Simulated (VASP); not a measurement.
# TlPdCl3 (P1) in VASP: single point with PBE

Aim: the single point of TlPdCl3 with PBE.

All numbers are computed with VASP 6.6.1; they aren't measurements. Logs are shortened: lines on timing, memory, paths and dates and some standing lists are left out, and cuts for length are marked.

### 1 The cell of the first run

The typed cell holds 10 atoms: a = 4.984 Å, b = 4.995 Å, c = 9.975 Å, α = 89.98°, β = 90.03°, γ = 90.01°.

### 2 Single point, PBE

Input file INCAR:

```
SYSTEM = TlPdCl3
ALGO     = Normal         ! electronic algorithm
EDIFF    = 1E-6           ! SCF threshold, eV
ENCUT    = 520            ! plane-wave cutoff, eV
GGA      = PE             ! functional
ISIF     = 2              ! what is computed and relaxed
ISMEAR   = 0              ! smearing method
LASPH    = .TRUE.         ! aspherical terms in the spheres
LCHARG   = .FALSE.        ! write CHGCAR
LREAL    = .FALSE.        ! projectors in reciprocal space
LWAVE    = .FALSE.        ! write WAVECAR
NBANDS   = 55             ! bands
NELM     = 100            ! most SCF steps
PREC     = Accurate       ! precision mode
SIGMA    = 0.2            ! smearing width, eV
```

Input file KPOINTS:

```
k-points
0
G
  4 4 2
  0 0 0
```

Input file POSCAR:

```
TlPdCl3
1.0
   -4.9842869356      0.0012008965      0.0002867441
    0.0003673242     -0.0011110513     -4.9945183341
    0.0024362255     -9.9748342930     -0.0021221924
Tl Pd Cl
2 2 6
Direct
    0.4949701070      0.4987647538      0.7493301929
    0.4958846995      0.5045431471      0.2501482142
    0.0005056860     -0.0002447714     -0.0003094805
    0.0004947363     -0.0010363696      0.5002377867
    0.5006652451     -0.0001909334     -0.0002933264
    0.5008338765     -0.0004116664      0.4999564074
    0.0003844919      0.0000026177      0.7493359737
    0.0013240539     -0.0001937881      0.2508267197
    0.0012441926      0.4996629048      0.0004305273
    0.0036929111      0.4991041056      0.5003369850
```

Potentials or basis: VASP PAW PBE potentials, release 64 (Tl_d, Pd, Cl).

Started as:

```bash
$ cat potpaw_PBE.64/Tl_d/POTCAR potpaw_PBE.64/Pd/POTCAR potpaw_PBE.64/Cl/POTCAR > POTCAR
$ mpirun -np 1 vasp_std > vasp.out
```

OUTCAR:

```text
SYSTEM = TlPdCl3
   EDIFF = 1E-6
   ENCUT = 520
   GGA = PE
   ISIF = 2
   ISMEAR = 0
   LASPH = .TRUE.
   LREAL = .FALSE.
   NELM = 100
   PREC = Accurate

 ion  position               nearest neighbor table
   1  0.495  0.499  0.749-
   2  0.496  0.505  0.250-
   3  0.001  1.000  1.000-   5 2.49   5 2.49   9 2.50   7 2.50   9 2.50   8 2.51
   4  0.000  0.999  0.500-   7 2.48   8 2.49   6 2.49   6 2.49  10 2.50  10 2.50
   5  0.501  1.000  1.000-   3 2.49   3 2.49
   6  0.501  1.000  0.500-   4 2.49   4 2.49
   7  0.000  0.000  0.749-   4 2.48   3 2.50
   8  0.001  1.000  0.251-   4 2.49   3 2.51
   9  0.001  0.500  0.000-   3 2.50   3 2.50
  10  0.004  0.499  0.500-   4 2.50   4 2.50

  LATTYP: Found a triclinic cell.
 ALAT       =     9.9748348163
 B/A-ratio  =     0.4996861783
 C/A-ratio  =     0.5007118978
 COS(alpha) =     0.0001311287
 COS(beta)  =     0.0004352267
 COS(gamma) =     0.0004851859

  Lattice vectors:

 A1 = (  -0.0024362255,   9.9748342930,   0.0021221924)
 A2 = (  -4.9842869356,   0.0012008965,   0.0002867441)
 A3 = (  -0.0003673242,   0.0011110513,   4.9945183341)

Analysis of symmetry for initial positions (statically):
=====================================================================
 Subroutine PRICEL returns:
 Original cell was already a primitive cell.

 Routine SETGRP: Setting up the symmetry group for a
 triclinic supercell.

 Subroutine GETGRP returns: Found  1 space group operations
 (whereof  1 operations were pure point group operations)
 out of a pool of  2 trial point group operations.

The static configuration has the point symmetry C_1 .

Analysis of symmetry for dynamics (positions and initial velocities):
=====================================================================
 Subroutine PRICEL returns:
 Original cell was already a primitive cell.

 Routine SETGRP: Setting up the symmetry group for a
 triclinic supercell.

 Subroutine GETGRP returns: Found  1 space group operations
 (whereof  1 operations were pure point group operations)
 out of a pool of  2 trial point group operations.

The dynamic configuration has the point symmetry C_1 .

 Subroutine INISYM returns: Found  1 space group operations
 (whereof  1 operations are pure point group operations),
 and found     1 'primitive' translations

----------------------------------------------------------------------------------------

                                     Primitive cell

  volume of cell :     248.3146

  direct lattice vectors                    reciprocal lattice vectors
    -4.984286936  0.001200897  0.000286744    -0.200630517 -0.000048998 -0.000014745
     0.000367324 -0.001111051 -4.994518334    -0.000011508  0.000042595 -0.200219518
     0.002436225 -9.974834293 -0.002122192    -0.000024153 -0.100252303  0.000022300

  length of vectors
     4.984287089  4.994518471  9.974834816     0.200630523  0.200219522  0.100252308

  position of ions in fractional coordinates (direct lattice)
     0.494970107  0.498764754  0.749330193
     0.495884700  0.504543147  0.250148214
     0.000505686  0.999755229  0.999690519
     0.000494736  0.998963630  0.500237787
     0.500665245  0.999809067  0.999706674
     0.500833877  0.999588334  0.499956407
     0.000384492  0.000002618  0.749335974
     0.001324054  0.999806212  0.250826720
     0.001244193  0.499662905  0.000430527
     0.003692911  0.499104106  0.500336985

  ion indices of the primitive-cell ions
   primitive index   ion index
                 1           1
                 2           2
                 3           3
                 4           4
                 5           5
                 6           6
                 7           7
                 8           8
                 9           9
                10          10

----------------------------------------------------------------------------------------

 KPOINTS: k-points

Automatic generation of k-mesh.
 Grid dimensions read from file:
 generate k-points for:    4    4    2

 Generating k-lattice:

  Cartesian coordinates                     Fractional coordinates (reciprocal lattice)
    -0.050157629 -0.000012250 -0.000003686     0.250000000 -0.000000000 -0.000000000
    -0.000002877  0.000010649 -0.050054879     0.000000000  0.250000000 -0.000000000
    -0.000012077 -0.050126151  0.000011150     0.000000000  0.000000000  0.500000000

  Length of vectors
     0.050157631  0.050054881  0.050126154

  Shift w.r.t. Gamma in fractional coordinates (k-lattice)
     0.000000000  0.000000000  0.000000000

 Subroutine IBZKPT returns following result:
 ===========================================

 Found     20 irreducible k-points:

 Following reciprocal coordinates:
            Coordinates               Weight
  0.000000  0.000000  0.000000      1.000000
  0.250000 -0.000000 -0.000000      2.000000
  0.500000 -0.000000 -0.000000      1.000000
  0.000000  0.250000  0.000000      2.000000
  0.250000  0.250000 -0.000000      2.000000
  0.500000  0.250000 -0.000000      2.000000
[... 12 lines left out ...]
  0.250000  0.500000  0.500000      2.000000
  0.500000  0.500000  0.500000      1.000000
   k-points           NKPTS =     20   k-points in BZ     NKDIM =     20   number of bands    NBANDS=     55
   number of dos      NEDOS =    301   number of ions     NIONS =     10
   total plane-waves  NPLWV = 128000
   dimension x,y,z NGX =    40 NGY =   40 NGZ =   80
   dimension x,y,z NGXF=    80 NGYF=   80 NGZF=  160
   ions per type =               2   2   6
   NGX,Y,Z   is equivalent  to a cutoff of  13.34, 13.31, 13.33 a.u.
   NGXF,Y,Z  is equivalent  to a cutoff of  26.68, 26.63, 26.67 a.u.
 SYSTEM =  TlPdCl3
   PREC   = accura    normal or accurate (medium, high low for compatibility)
   ISTART =      0    job   : 0-new  1-cont  2-samecut
   ICHARG =      2    charge: 1-file 2-atom 10-const
   ISPIN  =      1    spin polarized calculation?
   LNONCOLLINEAR =      F non collinear calculations
   LSORBIT =      F    spin-orbit coupling
   LASPH  =      T    aspherical Exc in radial PAW
   ENCUT  =  520.0 eV  38.22 Ry    6.18 a.u.   9.27  9.29 18.55*2*pi/ulx,y,z
   NELM   =    100;   NELMIN=  2; NELMDL= -5     # of ELM steps
   EDIFF  = 0.1E-05   stopping-criterion for ELM
   LREAL  =      F    real-space projection
   EDIFFG = 0.1E-04   stopping-criterion for IOM
   NSW    =      0    number of steps for IOM
   IBRION =     -1    ionic relax: 0-MD 1-quasi-New 2-CG
   NFREE  =      0    steps in history (QN), initial steepest desc. (CG)
   ISIF   =      2    stress and relaxation
   ISYM   =      2    0-nonsym 1-usesym 2-fastsym
   POTIM  = 0.5000    time-step for ionic-motion
   TEBEG  =    0.0;   TEEND  =   0.0 temperature during run
   PSTRESS=    0.0 pullay stress
   NELECT =      88.0000    total number of electrons
   NUPDOWN=      -1.0000    fix difference up-down
   EMIN   =  10.00;   EMAX   =-10.00  energy-range for DOS
   EFERMI =   0.00;   METHOD = LEGACY
   ISMEAR =     0;   SIGMA  =   0.20  broadening in eV -4-tet -1-fermi 0-gaus
   EFERMI_NEDOS =   21; number of points for ismear=-14 and -15
   IALGO  =     38    algorithm
   IMIX   =      4    mixing-type and parameters
     AMIX     =   0.40;   BMIX     =  1.00
     AMIX_MAG =   1.60;   BMIX_MAG =  1.00
  volume/ion in A,a.u.               =      24.83       167.57
  Fermi-wavevector in a.u.,A,eV,Ry     =   1.158515  2.189276 18.261152  1.342157
  Thomas-Fermi vector in A             =   2.295116
   LORBIT       =      0    0 simple, 1 ext, 2 COOP (PROOUT), +10 PAW based schemes
   GGA     = PE    functional components
   LHFCALC =     F    Hartree Fock is set to
   AEXX    =    0.0000 exact exchange contribution
   IVDW    =     0    specifies the selected vdW correction
   LEPSILON=     F    determine dielectric tensor
   LRPA    =     F    only Hartree local field effects (RPA)
 non-spin polarized calculation
 Gauss-broadening in eV      SIGMA  =   0.20
  energy-cutoff  :      520.00
  volume of cell :      248.31
 maximum number of plane-waves:      6725
 NGX is ok and might be reduce to    40
   NGX = 19   NGY = 19   NGZ = 37

 number of electron      87.9999991 magnetization

 Free energy of the ion-electron system (eV)
  ---------------------------------------------------
  ext. energy  EPLUGINS =         0.00000000
  ---------------------------------------------------
  free energy    TOTEN  =       -32.64556712 eV

  energy without entropy =      -32.50848830  energy(sigma->0) =      -32.57702771

 E-fermi :   3.2379     XC(G=0):  -9.2314

 val. band max:        3.2346001391   @ k =   0.2500   0.5000   0.5000
 cond. band min:       3.2608088580   @ k =   0.2500   0.2500   0.5000
 fundamental gap:      0.0262087189
 Fermi energy:         3.2379400283

 k-point     1 :       0.0000    0.0000    0.0000
  band No.  band energies     occupation
      1     -12.1066      2.00000
      2     -11.8552      2.00000
      3     -11.4891      2.00000
      4     -11.3646      2.00000
      5     -11.3591      2.00000
      6     -11.3470      2.00000
[... 47 lines left out ...]
     54       9.5115      0.00000
     55      10.1213      0.00000

 k-point     2 :       0.2500   -0.0000   -0.0000
  band No.  band energies     occupation
      1     -11.9977      2.00000
      2     -11.7539      2.00000
      3     -11.4778      2.00000
      4     -11.4107      2.00000
      5     -11.3847      2.00000
      6     -11.3526      2.00000
[... 47 lines left out ...]
     54       9.9114      0.00000
     55      10.8232      0.00000
[... 984 lines left out ...]
     54       9.9778      0.00000
     55      11.1105      0.00000

 k-point    20 :       0.5000    0.5000    0.5000
  band No.  band energies     occupation
      1     -11.5492      2.00000
      2     -11.5277      2.00000
      3     -11.4699      2.00000
      4     -11.4612      2.00000
      5     -11.4598      2.00000
      6     -11.4507      2.00000
[... 47 lines left out ...]
     54      10.4473      0.00000
     55      10.4690      0.00000

------------------------ aborting loop because EDIFF is reached ----------------------------------------

  FORCE on cell =-STRESS in cart. coord.  units (eV):
  Direction    XX          YY          ZZ          XY          YZ          ZX
  --------------------------------------------------------------------------------------
  -------------------------------------------------------------------------------------
  Total       -0.2263363     -0.2524417     -0.3343989      0.0110459     -0.0086706      0.0015782
  in kB       -1.4603686     -1.6288060     -2.1576107      0.0712706     -0.0559446      0.0101829
  external PRESSURE =      -1.7489284 kB  Pullay stress =       0.0000000 kB

 VOLUME and BASIS-vectors are now :
 -----------------------------------------------------------------------------
  energy-cutoff  :      520.00
  volume of cell :      248.31
      direct lattice vectors                 reciprocal lattice vectors
    -4.984286936  0.001200897  0.000286744    -0.200630517 -0.000048998 -0.000014745
     0.000367324 -0.001111051 -4.994518334    -0.000011508  0.000042595 -0.200219518
     0.002436225 -9.974834293 -0.002122192    -0.000024153 -0.100252303  0.000022300

 POSITION                                       TOTAL-FORCE (eV/Angst)
 -----------------------------------------------------------------------------------
     -2.46506     -7.47440     -2.49254        -0.006368     -0.005572     -0.001281
     -2.47084     -2.49515     -2.52034        -0.005132      0.004323      0.006485
      0.00028     -9.97286     -4.99542         0.000099     -0.018453      0.001781
     -0.00088     -4.99090     -4.99040        -0.006757      0.007610     -0.008629
     -2.49266     -9.97242     -4.99554         0.003222     -0.000772      0.000671
     -2.49471     -4.98749     -4.99338         0.000630     -0.002369      0.002097
     -0.00009     -7.47450     -0.00160        -0.001483     -0.003463      0.002672
     -0.00562     -2.50306     -4.99408         0.002832      0.014144      0.001717
     -0.00602     -0.00485     -2.49558         0.001024      0.004264     -0.003580
     -0.01700     -4.99133     -2.49385         0.011932      0.000289     -0.001933
 -----------------------------------------------------------------------------------
    total drift:                               -0.000477     -0.000115      0.000091

  FREE ENERGIE OF THE ION-ELECTRON SYSTEM (eV)
  ---------------------------------------------------
  free  energy   TOTEN  =       -32.6455671195 eV

  energy  without entropy=      -32.5084882958  energy(sigma->0) =      -32.57702771
```

Wall time 4.1 min (1 thread of Intel Xeon Platinum 8559C (Emerald Rapids), shared host); peak memory 0.49 GiB.

Results:

* Free energy: -32.6456 eV
* Pressure: -0.2 GPa
* Largest force: 0.019 eV/Å
* Band gap on the k mesh: zero (band 44 reaches 4.91 eV, above the bottom of band 45 at 2.09 eV)

Forces on the atoms (eV/Å):
```
Tl  -0.006 -0.006 -0.001
Tl  -0.005  0.004  0.006
Pd   0.000 -0.018  0.002
Pd  -0.007  0.008 -0.009
Cl   0.003 -0.001  0.001
Cl   0.001 -0.002  0.002
Cl  -0.001 -0.003  0.003
Cl   0.003  0.014  0.002
Cl   0.001  0.004 -0.004
Cl   0.012  0.000 -0.002
```

Caveat: spin-orbit coupling is left out, which moves the levels of the heavy elements.
